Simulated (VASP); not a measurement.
# TaC in VASP: single point with r2SCAN

Aim: the single point of TaC with r2SCAN.

All numbers are computed with VASP 6.6.1; they aren't measurements. Logs are shortened: lines on timing, memory, paths and dates and some standing lists are left out, and cuts for length are marked.

### Step 1. The cell of the first run

The cell holds a slab with vacuum, 14 atoms: a = 3.155 Å, b = 3.155 Å, c = 28.386 Å, α = 90.00°, β = 90.00°, γ = 90.00°.

### Step 2. Single point, r2SCAN (atoms taken out)

File POSCAR:

```
TaC
1.0
    3.1550454407      0.0000000000      0.0000000000
    0.0000000000      3.1550454407      0.0000000000
    0.0000000000      0.0000000000     28.3857241563
Ta C
7 7
Direct
    0.5000000000      0.5000000000      0.2642173213
    0.0000000000      0.0000000000      0.3428115475
    0.5000000000      0.5000000000      0.4214057738
    0.0000000000      0.0000000000      0.5000000000
    0.5000000000      0.5000000000      0.5785942262
    0.0000000000      0.0000000000      0.6571884525
    0.5000000000      0.5000000000      0.7357826787
    0.0000000000      0.0000000000      0.2642173213
    0.5000000000      0.5000000000      0.3428115475
    0.0000000000      0.0000000000      0.4214057738
    0.5000000000      0.5000000000      0.5000000000
    0.0000000000      0.0000000000      0.5785942262
    0.5000000000      0.5000000000      0.6571884525
    0.0000000000      0.0000000000      0.7357826787
```

File INCAR.step1:

```
SYSTEM = TaC
PREC = Accurate ; ENCUT = 580
ISMEAR = 0 ; SIGMA = 0.1
LREAL = .False. ; LASPH = .True.
NELM = 120 ; LDIPOL = .True.
IDIPOL = 3 ; DIPOL = 0.5 0.5 0.500
NBANDS = 66 ; GGA = PE
ALGO = Normal ; EDIFF = 1E-5
LWAVE = .True. ; LCHARG = .False.
GGA_COMPAT = .False. ; NELMDL = -8
```

File INCAR.step2:

```
SYSTEM = TaC
PREC = Accurate ; ENCUT = 580
EDIFF = 1E-6 ; ISMEAR = 0
SIGMA = 0.1 ; LREAL = .False.
LASPH = .True. ; NELM = 120
ALGO = Normal ; ISIF = 2
LWAVE = .False. ; LCHARG = .False.
LDIPOL = .True. ; IDIPOL = 3
DIPOL = 0.5 0.5 0.500 ; METAGGA = R2SCAN
LMIXTAU = .True. ; NBANDS = 66
ISTART = 1 ; GGA_COMPAT = .False.
```

File KPOINTS:

```
Automatic mesh
0
Gamma
  11 11 1
  0 0 0
```

Potentials or basis: VASP PAW PBE potentials, release 64 (Ta_pv, C).

Run with:

```
cat potpaw_PBE.64/Ta_pv/POTCAR potpaw_PBE.64/C/POTCAR > POTCAR
cp INCAR.step1 INCAR
mpirun -np 1 vasp_std > vasp.out
cp INCAR.step2 INCAR
mpirun -np 1 vasp_std > vasp.out
```

OUTCAR:

```text
SYSTEM = TaC
   PREC = Accurate
   ENCUT = 580
   EDIFF = 1E-6
   ISMEAR = 0
   LREAL = .False.
   LASPH = .True.
   NELM = 120
   ISIF = 2
   METAGGA = R2SCAN
   ISTART = 1

 ion  position               nearest neighbor table
   1  0.500  0.500  0.264-   9 2.23   8 2.23   8 2.23   8 2.23   8 2.23   2 3.16   2 3.16   2 3.16
                             2 3.16
   2  0.000  0.000  0.343-   8 2.23   9 2.23   9 2.23   9 2.23   9 2.23  10 2.23   1 3.16   1 3.16
                             1 3.16   1 3.16   3 3.16   3 3.16   3 3.16   3 3.16
   3  0.500  0.500  0.421-  11 2.23  10 2.23  10 2.23  10 2.23  10 2.23   9 2.23   4 3.16   4 3.16
                             4 3.16   4 3.16   2 3.16   2 3.16   2 3.16   2 3.16
   4  0.000  0.000  0.500-  10 2.23  12 2.23  11 2.23  11 2.23  11 2.23  11 2.23   5 3.16   5 3.16
                             3 3.16   5 3.16   3 3.16   3 3.16   5 3.16   3 3.16
   5  0.500  0.500  0.579-  11 2.23  12 2.23  12 2.23  12 2.23  12 2.23  13 2.23   4 3.16   4 3.16
                             4 3.16   4 3.16   6 3.16   6 3.16   6 3.16   6 3.16
   6  0.000  0.000  0.657-  14 2.23  13 2.23  13 2.23  13 2.23  13 2.23  12 2.23   7 3.16   7 3.16
                             7 3.16   7 3.16   5 3.16   5 3.16   5 3.16   5 3.16
   7  0.500  0.500  0.736-  13 2.23  14 2.23  14 2.23  14 2.23  14 2.23   6 3.16   6 3.16   6 3.16
                             6 3.16
   8  0.000  0.000  0.264-   2 2.23   1 2.23   1 2.23   1 2.23   1 2.23
   9  0.500  0.500  0.343-   1 2.23   2 2.23   2 2.23   2 2.23   2 2.23   3 2.23
  10  0.000  0.000  0.421-   4 2.23   3 2.23   3 2.23   3 2.23   3 2.23   2 2.23
  11  0.500  0.500  0.500-   3 2.23   5 2.23   4 2.23   4 2.23   4 2.23   4 2.23
  12  0.000  0.000  0.579-   4 2.23   5 2.23   5 2.23   5 2.23   5 2.23   6 2.23
  13  0.500  0.500  0.657-   7 2.23   6 2.23   6 2.23   6 2.23   6 2.23   5 2.23
  14  0.000  0.000  0.736-   6 2.23   7 2.23   7 2.23   7 2.23   7 2.23

  LATTYP: Found a simple tetragonal cell.
 ALAT       =     3.1550454407
 C/A-ratio  =     8.9969303738

  Lattice vectors:

 A1 = (   3.1550454407,   0.0000000000,   0.0000000000)
 A2 = (   0.0000000000,   3.1550454407,   0.0000000000)
 A3 = (   0.0000000000,   0.0000000000,  28.3857241563)

Analysis of symmetry for initial positions (statically):
=====================================================================
 Subroutine PRICEL returns:
 Original cell was already a primitive cell.

 Routine SETGRP: Setting up the symmetry group for a
 simple tetragonal supercell.

 Subroutine GETGRP returns: Found 16 space group operations
 (whereof 16 operations were pure point group operations)
 out of a pool of 16 trial point group operations.

The static configuration has the point symmetry D_4h.

Analysis of symmetry for dynamics (positions and initial velocities):
=====================================================================
 Subroutine PRICEL returns:
 Original cell was already a primitive cell.

 Routine SETGRP: Setting up the symmetry group for a
 simple tetragonal supercell.

 Subroutine GETGRP returns: Found 16 space group operations
 (whereof 16 operations were pure point group operations)
 out of a pool of 16 trial point group operations.

The dynamic configuration has the point symmetry D_4h.

 Subroutine INISYM returns: Found 16 space group operations
 (whereof 16 operations are pure point group operations),
 and found     1 'primitive' translations

----------------------------------------------------------------------------------------

                                     Primitive cell

  volume of cell :     282.5603

  direct lattice vectors                    reciprocal lattice vectors
     3.155045441  0.000000000  0.000000000     0.316952646  0.000000000  0.000000000
     0.000000000  3.155045441  0.000000000     0.000000000  0.316952646  0.000000000
     0.000000000  0.000000000 28.385724156     0.000000000  0.000000000  0.035228976

  length of vectors
     3.155045441  3.155045441 28.385724156     0.316952646  0.316952646  0.035228976

  position of ions in fractional coordinates (direct lattice)
     0.500000000  0.500000000  0.264217321
     0.000000000  0.000000000  0.342811547
     0.500000000  0.500000000  0.421405774
     0.000000000  0.000000000  0.500000000
     0.500000000  0.500000000  0.578594226
     0.000000000  0.000000000  0.657188453
     0.500000000  0.500000000  0.735782679
     0.000000000  0.000000000  0.264217321
     0.500000000  0.500000000  0.342811547
     0.000000000  0.000000000  0.421405774
     0.500000000  0.500000000  0.500000000
     0.000000000  0.000000000  0.578594226
     0.500000000  0.500000000  0.657188453
     0.000000000  0.000000000  0.735782679

  ion indices of the primitive-cell ions
   primitive index   ion index
                 1           1
                 2           2
                 3           3
                 4           4
                 5           5
                 6           6
                 7           7
                 8           8
                 9           9
                10          10
                11          11
                12          12
                13          13
                14          14

----------------------------------------------------------------------------------------

 KPOINTS: Automatic mesh

Automatic generation of k-mesh.
 Grid dimensions read from file:
 generate k-points for:   11   11    1

 Generating k-lattice:

  Cartesian coordinates                     Fractional coordinates (reciprocal lattice)
     0.028813877  0.000000000  0.000000000     0.090909091  0.000000000  0.000000000
     0.000000000  0.028813877  0.000000000     0.000000000  0.090909091  0.000000000
     0.000000000  0.000000000  0.035228976     0.000000000  0.000000000  1.000000000

  Length of vectors
     0.028813877  0.028813877  0.035228976

  Shift w.r.t. Gamma in fractional coordinates (k-lattice)
     0.000000000  0.000000000  0.000000000

 Subroutine IBZKPT returns following result:
 ===========================================

 Found     21 irreducible k-points:

 Following reciprocal coordinates:
            Coordinates               Weight
  0.000000  0.000000  0.000000      1.000000
  0.090909  0.000000  0.000000      4.000000
  0.181818  0.000000  0.000000      4.000000
  0.272727  0.000000  0.000000      4.000000
  0.363636  0.000000  0.000000      4.000000
  0.454545  0.000000  0.000000      4.000000
[... 13 lines left out ...]
  0.454545  0.363636  0.000000      8.000000
  0.454545  0.454545  0.000000      4.000000
   k-points           NKPTS =     21   k-points in BZ     NKDIM =     21   number of bands    NBANDS=     66
   number of dos      NEDOS =    301   number of ions     NIONS =     14
   total plane-waves  NPLWV = 175616
   dimension x,y,z NGX =    28 NGY =   28 NGZ =  224
   dimension x,y,z NGXF=    56 NGYF=   56 NGZF=  448
   ions per type =               7   7
   NGX,Y,Z   is equivalent  to a cutoff of  14.75, 14.75, 13.12 a.u.
   NGXF,Y,Z  is equivalent  to a cutoff of  29.51, 29.51, 26.24 a.u.
 SYSTEM =  TaC
   PREC   = accura    normal or accurate (medium, high low for compatibility)
   ISTART =      1    job   : 0-new  1-cont  2-samecut
   ICHARG =      0    charge: 1-file 2-atom 10-const
   ISPIN  =      1    spin polarized calculation?
   LNONCOLLINEAR =      F non collinear calculations
   LSORBIT =      F    spin-orbit coupling
   LASPH  =      T    aspherical Exc in radial PAW
   ENCUT  =  580.0 eV  42.63 Ry    6.53 a.u.   6.20  6.20 55.74*2*pi/ulx,y,z
   NELM   =    120;   NELMIN=  2; NELMDL=  0     # of ELM steps
   EDIFF  = 0.1E-05   stopping-criterion for ELM
   LREAL  =      F    real-space projection
   EDIFFG = 0.1E-04   stopping-criterion for IOM
   NSW    =      0    number of steps for IOM
   IBRION =     -1    ionic relax: 0-MD 1-quasi-New 2-CG
   NFREE  =      0    steps in history (QN), initial steepest desc. (CG)
   ISIF   =      2    stress and relaxation
   ISYM   =      2    0-nonsym 1-usesym 2-fastsym
   POTIM  = 0.5000    time-step for ionic-motion
   TEBEG  =    0.0;   TEEND  =   0.0 temperature during run
   PSTRESS=    0.0 pullay stress
   NELECT =     105.0000    total number of electrons
   NUPDOWN=      -1.0000    fix difference up-down
   EMIN   =  10.00;   EMAX   =-10.00  energy-range for DOS
   EFERMI =   0.00;   METHOD = LEGACY
   ISMEAR =     0;   SIGMA  =   0.10  broadening in eV -4-tet -1-fermi 0-gaus
   EFERMI_NEDOS =   21; number of points for ismear=-14 and -15
   IALGO  =     38    algorithm
   IMIX   =      4    mixing-type and parameters
     AMIX     =   0.40;   BMIX     =  1.00
     AMIX_MAG =   1.60;   BMIX_MAG =  1.00
  volume/ion in A,a.u.               =      20.18       136.20
  Fermi-wavevector in a.u.,A,eV,Ry     =   1.176976  2.224162 18.847770  1.385272
  Thomas-Fermi vector in A             =   2.313330
   LORBIT       =      0    0 simple, 1 ext, 2 COOP (PROOUT), +10 PAW based schemes
   METAGGA = R2SCAN    functional components
   LHFCALC =     F    Hartree Fock is set to
   AEXX    =    0.0000 exact exchange contribution
   IVDW    =     0    specifies the selected vdW correction
   LEPSILON=     F    determine dielectric tensor
   LRPA    =     F    only Hartree local field effects (RPA)
 non-spin polarized calculation
 Gauss-broadening in eV      SIGMA  =   0.10
  energy-cutoff  :      580.00
  volume of cell :      282.56
 maximum number of plane-waves:      9018
 NGX is ok and might be reduce to    28
   NGX = 13   NGY = 13   NGZ =111

 dipolmoment           0.000000      0.000000      0.000000 electrons x Angstroem

 number of electron     104.9999997 magnetization

 dipolmoment           0.000000      0.000000     -0.000000 electrons x Angstroem

 Free energy of the ion-electron system (eV)
  ---------------------------------------------------
  ext. energy  EPLUGINS =         0.00000000
  ---------------------------------------------------
  free energy    TOTEN  =      -416.45007055 eV

  energy without entropy =     -416.42330122  energy(sigma->0) =     -416.43668588

 E-fermi :   3.2304     XC(G=0):  -8.4958

 val. band max:        3.1839460410   @ k =   0.0909   0.0000   0.0000
 cond. band min:       3.2712973874   @ k =   0.4545   0.1818   0.0000
 fundamental gap:      0.0873513464
 Fermi energy:         3.2304413254

 k-point     1 :       0.0000    0.0000    0.0000
  band No.  band energies     occupation
      1     -33.9127      2.00000
      2     -33.8503      2.00000
      3     -33.7805      2.00000
      4     -33.6862      2.00000
      5     -33.5286      2.00000
      6     -33.5286      2.00000
[... 56 lines left out ...]
     63       4.0781      0.00000
     64       4.4233      0.00000

 k-point     2 :       0.0909    0.0000    0.0000
  band No.  band energies     occupation
      1     -33.9002      2.00000
      2     -33.8454      2.00000
      3     -33.7864      2.00000
      4     -33.7056      2.00000
      5     -33.5533      2.00000
      6     -33.5513      2.00000
[... 1329 lines left out ...]
     63       6.5980      0.00000
     64       6.7085      0.00000
 [bands above 64 left out]

------------------------ aborting loop because EDIFF is reached ----------------------------------------

 vacuum level on the upper side and lower side of the slab       (xc-potential included)        -0.026        -0.026

  FORCE on cell =-STRESS in cart. coord.  units (eV):
  Direction    XX          YY          ZZ          XY          YZ          ZX
  --------------------------------------------------------------------------------------
  -------------------------------------------------------------------------------------
  Total       -6.0280350     -6.0280350     -3.7856579      0.0000000      0.0000000      0.0000000
  in kB      -34.1802419    -34.1802419    -21.4654862      0.0000000      0.0000000      0.0000000
  external PRESSURE =     -29.9419900 kB  Pullay stress =       0.0000000 kB

 VOLUME and BASIS-vectors are now :
 -----------------------------------------------------------------------------
  energy-cutoff  :      580.00
  volume of cell :      282.56
      direct lattice vectors                 reciprocal lattice vectors
     3.155045441  0.000000000  0.000000000     0.316952646  0.000000000  0.000000000
     0.000000000  3.155045441  0.000000000     0.000000000  0.316952646  0.000000000
     0.000000000  0.000000000 28.385724156     0.000000000  0.000000000  0.035228976

 POSITION                                       TOTAL-FORCE (eV/Angst)
 -----------------------------------------------------------------------------------
      1.57752      1.57752      7.50000         0.000000     -0.000000      2.537415
      0.00000      0.00000      9.73095        -0.000000     -0.000000     -0.042471
      1.57752      1.57752     11.96191        -0.000000      0.000000      0.127807
      0.00000      0.00000     14.19286         0.000000     -0.000000      0.000000
      1.57752      1.57752     16.42382        -0.000000     -0.000000     -0.127807
      0.00000      0.00000     18.65477         0.000000     -0.000000      0.042471
      1.57752      1.57752     20.88572        -0.000000      0.000000     -2.537415
      0.00000      0.00000      7.50000         0.000000     -0.000000     -1.435468
      1.57752      1.57752      9.73095         0.000000      0.000000     -1.229460
      0.00000      0.00000     11.96191         0.000000     -0.000000     -0.088713
      1.57752      1.57752     14.19286         0.000000     -0.000000      0.000000
      0.00000      0.00000     16.42382         0.000000     -0.000000      0.088713
      1.57752      1.57752     18.65477         0.000000      0.000000      1.229460
      0.00000      0.00000     20.88572         0.000000     -0.000000      1.435468
 -----------------------------------------------------------------------------------
    total drift:                                0.000000      0.000000     -0.000000

  FREE ENERGIE OF THE ION-ELECTRON SYSTEM (eV)
  ---------------------------------------------------
  free  energy   TOTEN  =      -416.4500705516 eV

  energy  without entropy=     -416.4233012166  energy(sigma->0) =     -416.43668588

 vacuum level on the upper side and lower side of the slab         6.424         6.424
```

It took 32 min on 1 thread of Intel Xeon 6975P-C (Granite Rapids), shared host; peak memory 0.66 GiB.

Results:

```
Free energy            : -416.4501 eV
Largest force          : 2.537 eV/Å
Band gap on the k mesh : zero (an odd number of electrons rules out a gap without spin polarisation)
```

Forces on the atoms (eV/Å):
```
Ta   0.000  0.000  2.537
Ta   0.000  0.000 -0.042
Ta   0.000  0.000  0.128
Ta   0.000  0.000  0.000
Ta   0.000  0.000 -0.128
Ta   0.000  0.000  0.042
Ta   0.000  0.000 -2.537
C    0.000  0.000 -1.435
C    0.000  0.000 -1.229
C    0.000  0.000 -0.089
C    0.000  0.000  0.000
C    0.000  0.000  0.089
C    0.000  0.000  1.229
C    0.000  0.000  1.435
```

Levels at points of the mesh, in eV from the Fermi level:
| k point | band 49 | band 50 | band 51 | band 52 | band 53 | band 54 | band 55 | band 56 |
| --- | --- | --- | --- | --- | --- | --- | --- | --- |
| (0.00, 0.00, 0.00) | -2.06 | -2.06 | -1.89 | -1.70 | -1.70 | -1.53 | -0.62 | -0.62 |

Caveat: the cell differs from its parent crystal (atoms taken out); the PAW data sets were made with another functional, which shifts forces and pressure a little; spin-orbit coupling is left out, which moves the levels of the heavy elements.
